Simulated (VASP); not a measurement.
# InAs (Fm-3m) in VASP: single point with LDA

Aim: the single point of InAs with LDA.

Program: VASP 6.6.1. These are calculated values, not measurements. Logs are shortened: lines on timing, memory, paths and dates and some standing lists are left out, and cuts for length are marked.

### Step 1. The cell of the first run

The structure is cubic, space group Fm-3m (No. 225). Conventional cell: a = 5.755 Å, b = 5.755 Å, c = 5.755 Å, α = 90.00°, β = 90.00°, γ = 90.00°. Within 3.8 Å of In (site symmetry m-3m) lie 6 As at 2.88 Å. As (site symmetry m-3m) has 6 In at 2.88 Å within 3.8 Å.

### Step 2. Single point, LDA

INCAR reads:

```
PREC     = Accurate       # precision mode
ENCUT    = 500            # plane-wave cutoff, eV
EDIFF    = 1E-6           # SCF threshold, eV
ISMEAR   = -1             # smearing method
SIGMA    = 0.01           # smearing width, eV
LREAL    = F              # projectors in reciprocal space
LASPH    = T              # aspherical terms in the spheres
NELM     = 120            # most SCF steps
ALGO     = Normal         # electronic algorithm
ISIF     = 2              # what is computed and relaxed
LWAVE    = F              # write WAVECAR
LCHARG   = F              # write CHGCAR
GGA      = CA             # functional
NBANDS   = 16             # bands
GGA_COMPAT= F
```

KPOINTS reads:

```
Automatic mesh
0
Gamma
  6 6 6
```

POSCAR reads:

```
InAs
1.0
    0.0000000000      2.8773040000      2.8773040000
    2.8773040000      0.0000000000      2.8773040000
    2.8773040000      2.8773040000      0.0000000000
In As
1 1
Direct
    0.5000000000      0.5000000000      0.5000000000
    0.0000000000      0.0000000000      0.0000000000
```

Potentials or basis: VASP PAW LDA potentials, release 64 (In_d, As).

Command:

```console
$ cat potpaw_LDA.64/In_d/POTCAR potpaw_LDA.64/As/POTCAR > POTCAR
$ mpirun -np 1 vasp_std > vasp.out
```

OUTCAR:

```text
PREC = Accurate
   ENCUT = 500
   EDIFF = 1E-6
   ISMEAR = -1
   LREAL = F
   LASPH = T
   NELM = 120
   ISIF = 2
   GGA = CA

 ion  position               nearest neighbor table
   1  0.500  0.500  0.500-   2 2.88   2 2.88   2 2.88   2 2.88   2 2.88   2 2.88
   2  0.000  0.000  0.000-   1 2.88   1 2.88   1 2.88   1 2.88   1 2.88   1 2.88

  LATTYP: Found a face centered cubic cell.
 ALAT       =     5.7546080000

  Lattice vectors:

 A1 = (   0.0000000000,   2.8773040000,   2.8773040000)
 A2 = (   2.8773040000,   0.0000000000,   2.8773040000)
 A3 = (   2.8773040000,   2.8773040000,   0.0000000000)

Analysis of symmetry for initial positions (statically):
=====================================================================
 Subroutine PRICEL returns:
 Original cell was already a primitive cell.

 Routine SETGRP: Setting up the symmetry group for a
 face centered cubic supercell.

 Subroutine GETGRP returns: Found 48 space group operations
 (whereof 48 operations were pure point group operations)
 out of a pool of 48 trial point group operations.

The static configuration has the point symmetry O_h .

Analysis of symmetry for dynamics (positions and initial velocities):
=====================================================================
 Subroutine PRICEL returns:
 Original cell was already a primitive cell.

 Routine SETGRP: Setting up the symmetry group for a
 face centered cubic supercell.

 Subroutine GETGRP returns: Found 48 space group operations
 (whereof 48 operations were pure point group operations)
 out of a pool of 48 trial point group operations.

The dynamic configuration has the point symmetry O_h .

 Subroutine INISYM returns: Found 48 space group operations
 (whereof 48 operations are pure point group operations),
 and found     1 'primitive' translations

----------------------------------------------------------------------------------------

                                     Primitive cell

  volume of cell :      47.6417

  direct lattice vectors                    reciprocal lattice vectors
     0.000000000  2.877304000  2.877304000    -0.173773783  0.173773783  0.173773783
     2.877304000  0.000000000  2.877304000     0.173773783 -0.173773783  0.173773783
     2.877304000  2.877304000  0.000000000     0.173773783  0.173773783 -0.173773783

  length of vectors
     4.069122340  4.069122340  4.069122340     0.300985021  0.300985021  0.300985021

  position of ions in fractional coordinates (direct lattice)
     0.500000000  0.500000000  0.500000000
     0.000000000  0.000000000  0.000000000

  ion indices of the primitive-cell ions
   primitive index   ion index
                 1           1
                 2           2

----------------------------------------------------------------------------------------

 KPOINTS: Automatic mesh

Automatic generation of k-mesh.
 Grid dimensions read from file:
 generate k-points for:    6    6    6

 Generating k-lattice:

  Cartesian coordinates                     Fractional coordinates (reciprocal lattice)
    -0.028962297  0.028962297  0.028962297     0.166666667  0.000000000  0.000000000
     0.028962297 -0.028962297  0.028962297     0.000000000  0.166666667  0.000000000
     0.028962297  0.028962297 -0.028962297     0.000000000  0.000000000  0.166666667

  Length of vectors
     0.050164170  0.050164170  0.050164170

  Shift w.r.t. Gamma in fractional coordinates (k-lattice)
     0.000000000  0.000000000  0.000000000

 Subroutine IBZKPT returns following result:
 ===========================================

 Found     16 irreducible k-points:

 Following reciprocal coordinates:
            Coordinates               Weight
  0.000000  0.000000  0.000000      1.000000
  0.166667  0.000000  0.000000      8.000000
  0.333333  0.000000  0.000000      8.000000
  0.500000  0.000000  0.000000      4.000000
  0.166667  0.166667  0.000000      6.000000
  0.333333  0.166667  0.000000     24.000000
[... 8 lines left out ...]
 -0.333333  0.333333  0.166667     24.000000
 -0.333333  0.500000  0.166667     12.000000
   k-points           NKPTS =     16   k-points in BZ     NKDIM =     16   number of bands    NBANDS=     16
   number of dos      NEDOS =    301   number of ions     NIONS =      2
   total plane-waves  NPLWV =  27000
   dimension x,y,z NGX =    30 NGY =   30 NGZ =   30
   dimension x,y,z NGXF=    60 NGYF=   60 NGZF=   60
   ions per type =               1   1
   NGX,Y,Z   is equivalent  to a cutoff of  12.26, 12.26, 12.26 a.u.
   NGXF,Y,Z  is equivalent  to a cutoff of  24.51, 24.51, 24.51 a.u.
 SYSTEM =  unknown system
   PREC   = accura    normal or accurate (medium, high low for compatibility)
   ISTART =      0    job   : 0-new  1-cont  2-samecut
   ICHARG =      2    charge: 1-file 2-atom 10-const
   ISPIN  =      1    spin polarized calculation?
   LNONCOLLINEAR =      F non collinear calculations
   LSORBIT =      F    spin-orbit coupling
   LASPH  =      T    aspherical Exc in radial PAW
   ENCUT  =  500.0 eV  36.75 Ry    6.06 a.u.   7.42  7.42  7.42*2*pi/ulx,y,z
   NELM   =    120;   NELMIN=  2; NELMDL= -5     # of ELM steps
   EDIFF  = 0.1E-05   stopping-criterion for ELM
   LREAL  =      F    real-space projection
   EDIFFG = 0.1E-04   stopping-criterion for IOM
   NSW    =      0    number of steps for IOM
   IBRION =     -1    ionic relax: 0-MD 1-quasi-New 2-CG
   NFREE  =      0    steps in history (QN), initial steepest desc. (CG)
   ISIF   =      2    stress and relaxation
   ISYM   =      2    0-nonsym 1-usesym 2-fastsym
   POTIM  = 0.5000    time-step for ionic-motion
   TEBEG  =    0.0;   TEEND  =   0.0 temperature during run
   PSTRESS=    0.0 pullay stress
   NELECT =      18.0000    total number of electrons
   NUPDOWN=      -1.0000    fix difference up-down
   EMIN   =  10.00;   EMAX   =-10.00  energy-range for DOS
   EFERMI =   0.00;   METHOD = LEGACY
   ISMEAR =    -1;   SIGMA  =   0.01  broadening in eV -4-tet -1-fermi 0-gaus
   EFERMI_NEDOS =   21; number of points for ismear=-14 and -15
   IALGO  =     38    algorithm
   IMIX   =      4    mixing-type and parameters
     AMIX     =   0.40;   BMIX     =  1.00
     AMIX_MAG =   1.60;   BMIX_MAG =  1.00
  volume/ion in A,a.u.               =      23.82       160.75
  Fermi-wavevector in a.u.,A,eV,Ry     =   1.183505  2.236499 19.057448  1.400683
  Thomas-Fermi vector in A             =   2.319738
   LORBIT       =      0    0 simple, 1 ext, 2 COOP (PROOUT), +10 PAW based schemes
   GGA     = CA    functional components
   LHFCALC =     F    Hartree Fock is set to
   AEXX    =    0.0000 exact exchange contribution
   IVDW    =     0    specifies the selected vdW correction
   LEPSILON=     F    determine dielectric tensor
   LRPA    =     F    only Hartree local field effects (RPA)
 non-spin polarized calculation
  energy-cutoff  :      500.00
  volume of cell :       47.64
 maximum number of plane-waves:      1243
 NGX is ok and might be reduce to    30
   NGX = 15   NGY = 15   NGZ = 15

 number of electron      18.0000002 magnetization

 Free energy of the ion-electron system (eV)
  ---------------------------------------------------
  ext. energy  EPLUGINS =         0.00000000
  ---------------------------------------------------
  free energy    TOTEN  =        -8.72493558 eV

  energy without entropy =       -8.72378316  energy(sigma->0) =       -8.72435937

 E-fermi :   5.7922     XC(G=0): -10.3350

 val. band max:        5.7621247781   @ k =  -0.3333   0.1667   0.0000
 cond. band min:       5.8063943884   @ k =   0.3333   0.0000   0.0000
 fundamental gap:      0.0442696103
 Fermi energy:         5.7922393763

 k-point     1 :       0.0000    0.0000    0.0000
  band No.  band energies     occupation
      1      -8.4863      2.00000
      2      -8.4863      2.00000
      3      -8.4630      2.00000
      4      -8.4630      2.00000
      5      -8.4630      2.00000
      6      -6.3569      2.00000
[... 8 lines left out ...]
     15      13.1191      0.00000
     16      13.1191      0.00000

 k-point     2 :       0.1667    0.0000    0.0000
  band No.  band energies     occupation
      1      -8.4973      2.00000
      2      -8.4973      2.00000
      3      -8.4636      2.00000
      4      -8.4505      2.00000
      5      -8.4505      2.00000
      6      -6.0614      2.00000
[... 8 lines left out ...]
     15      13.7680      0.00000
     16      13.7680      0.00000

 k-point     3 :       0.3333    0.0000    0.0000
  band No.  band energies     occupation
      1      -8.5229      2.00000
      2      -8.5229      2.00000
      3      -8.4668      2.00000
      4      -8.4219      2.00000
      5      -8.4219      2.00000
      6      -5.2821      2.00000
[... 8 lines left out ...]
     15      15.5464      0.00000
     16      15.5464      0.00000

 k-point     4 :       0.5000    0.0000    0.0000
  band No.  band energies     occupation
      1      -8.5359      2.00000
      2      -8.5359      2.00000
      3      -8.4692      2.00000
      4      -8.4072      2.00000
      5      -8.4072      2.00000
      6      -4.6899      2.00000
[... 8 lines left out ...]
     15      17.6195      0.00000
     16      17.6195      0.00000

 k-point     5 :       0.1667    0.1667    0.0000
  band No.  band energies     occupation
      1      -8.5305      2.00000
      2      -8.4779      2.00000
      3      -8.4724      2.00000
      4      -8.4445      2.00000
      5      -8.4445      2.00000
      6      -5.9448      2.00000
[... 8 lines left out ...]
     15      15.3527      0.00000
     16      15.3527      0.00000

 k-point     6 :       0.3333    0.1667    0.0000
  band No.  band energies     occupation
      1      -8.5766      2.00000
      2      -8.4892      2.00000
      3      -8.4729      2.00000
      4      -8.4290      2.00000
      5      -8.4176      2.00000
      6      -5.2830      2.00000
[... 8 lines left out ...]
     15      16.2490      0.00000
     16      16.6590      0.00000

 k-point     7 :       0.5000    0.1667    0.0000
  band No.  band energies     occupation
      1      -8.5897      2.00000
      2      -8.5139      2.00000
      3      -8.4621      2.00000
      4      -8.4221      2.00000
      5      -8.4029      2.00000
      6      -4.5096      2.00000
[... 8 lines left out ...]
     15      17.5131      0.00000
     16      17.8195      0.00000

 k-point     8 :      -0.3333    0.1667    0.0000
  band No.  band energies     occupation
      1      -8.5611      2.00000
      2      -8.5253      2.00000
      3      -8.4567      2.00000
      4      -8.4232      2.00000
      5      -8.4170      2.00000
      6      -4.7405      2.00000
[... 8 lines left out ...]
     15      15.3017      0.00000
     16      17.4136      0.00000

 k-point     9 :      -0.1667    0.1667    0.0000
  band No.  band energies     occupation
      1      -8.5165      2.00000
      2      -8.5158      2.00000
      3      -8.4622      2.00000
      4      -8.4413      2.00000
      5      -8.4321      2.00000
      6      -5.5795      2.00000
[... 8 lines left out ...]
     15      14.5975      0.00000
     16      16.3406      0.00000

 k-point    10 :       0.3333    0.3333    0.0000
  band No.  band energies     occupation
      1      -8.6706      2.00000
      2      -8.4912      2.00000
      3      -8.4611      2.00000
      4      -8.4044      2.00000
      5      -8.4044      2.00000
      6      -4.7612      2.00000
[... 8 lines left out ...]
     15      17.5096      0.00000
     16      18.8765      0.00000

 k-point    11 :       0.5000    0.3333    0.0000
  band No.  band energies     occupation
      1      -8.7015      2.00000
      2      -8.4852      2.00000
      3      -8.4716      2.00000
      4      -8.4000      2.00000
      5      -8.3913      2.00000
      6      -4.0822      2.00000
[... 8 lines left out ...]
     15      18.5727      0.00000
     16      18.9563      0.00000

 k-point    12 :      -0.3333    0.3333    0.0000
  band No.  band energies     occupation
      1      -8.6479      2.00000
      2      -8.5005      2.00000
      3      -8.4563      2.00000
      4      -8.4232      2.00000
      5      -8.4012      2.00000
      6      -4.0603      2.00000
[... 8 lines left out ...]
     15      16.2407      0.00000
     16      17.6624      0.00000

 k-point    13 :       0.5000    0.5000    0.0000
  band No.  band energies     occupation
      1      -8.7554      2.00000
      2      -8.5007      2.00000
      3      -8.4528      2.00000
      4      -8.3827      2.00000
      5      -8.3827      2.00000
      6      -3.8126      2.00000
[... 8 lines left out ...]
     15      18.8271      0.00000
     16      20.2131      0.00000

 k-point    14 :       0.5000    0.3333    0.1667
  band No.  band energies     occupation
      1      -8.6288      2.00000
      2      -8.4948      2.00000
      3      -8.4682      2.00000
      4      -8.4187      2.00000
      5      -8.4051      2.00000
      6      -4.5529      2.00000
[... 8 lines left out ...]
     15      17.5732      0.00000
     16      17.7242      0.00000

 k-point    15 :      -0.3333    0.3333    0.1667
  band No.  band energies     occupation
      1      -8.6467      2.00000
      2      -8.5038      2.00000
      3      -8.4474      2.00000
      4      -8.4380      2.00000
      5      -8.3933      2.00000
      6      -4.0586      2.00000
[... 8 lines left out ...]
     15      15.4620      0.00000
     16      19.0944      0.00000

 k-point    16 :      -0.3333    0.5000    0.1667
  band No.  band energies     occupation
      1      -8.7037      2.00000
      2      -8.4810      2.00000
      3      -8.4737      2.00000
      4      -8.4149      2.00000
      5      -8.3827      2.00000
      6      -3.8094      2.00000
[... 8 lines left out ...]
     15      17.2883      0.00000
     16      19.9560      0.00000

------------------------ aborting loop because EDIFF is reached ----------------------------------------

  FORCE on cell =-STRESS in cart. coord.  units (eV):
  Direction    XX          YY          ZZ          XY          YZ          ZX
  --------------------------------------------------------------------------------------
  -------------------------------------------------------------------------------------
  Total       -1.4997218     -1.4997218     -1.4997218     -0.0000000     -0.0000000      0.0000000
  in kB      -50.4352338    -50.4352338    -50.4352338     -0.0000000     -0.0000000      0.0000000
  external PRESSURE =     -50.4352338 kB  Pullay stress =       0.0000000 kB

 VOLUME and BASIS-vectors are now :
 -----------------------------------------------------------------------------
  energy-cutoff  :      500.00
  volume of cell :       47.64
      direct lattice vectors                 reciprocal lattice vectors
     0.000000000  2.877304000  2.877304000    -0.173773783  0.173773783  0.173773783
     2.877304000  0.000000000  2.877304000     0.173773783 -0.173773783  0.173773783
     2.877304000  2.877304000  0.000000000     0.173773783  0.173773783 -0.173773783

 POSITION                                       TOTAL-FORCE (eV/Angst)
 -----------------------------------------------------------------------------------
      2.87730      2.87730      2.87730        -0.000000      0.000000      0.000000
      0.00000      0.00000      0.00000         0.000000     -0.000000     -0.000000
 -----------------------------------------------------------------------------------
    total drift:                                0.000000      0.000000      0.000000

  FREE ENERGIE OF THE ION-ELECTRON SYSTEM (eV)
  ---------------------------------------------------
  free  energy   TOTEN  =        -8.7249355836 eV

  energy  without entropy=       -8.7237831581  energy(sigma->0) =       -8.72435937
```

Wall time 17 s (1 thread of AMD EPYC 7R13, shared host); peak memory 0.12 GiB.

Results:

```
Free energy            : -8.7249 eV
Pressure               : -5.0 GPa
Band gap on the k mesh : zero (bands 9 and 10 overlap by 2.61 eV)
```

Levels at points of the mesh, in eV from the Fermi level:
| k point | band 5 | band 6 | band 7 | band 8 | band 9 | band 10 | band 11 | band 12 | band 13 | band 14 |
| --- | --- | --- | --- | --- | --- | --- | --- | --- | --- | --- |
| (0.00, 0.00, 0.00) | -14.26 | -12.15 | -0.86 | -0.23 | -0.23 | -0.23 | 7.19 | 7.19 | 7.19 | 7.33 |
| (0.50, 0.00, 0.00) | -14.20 | -10.48 | -6.58 | 0.17 | 0.17 | 2.02 | 3.18 | 3.18 | 4.27 | 10.55 |
| (0.50, 0.50, 0.00) | -14.17 | -9.60 | -4.72 | -3.09 | -2.26 | -2.26 | 3.87 | 9.02 | 9.02 | 9.86 |

Caveat: the cell stands under tension; spin-orbit coupling is left out, which moves the levels of the heavy elements.
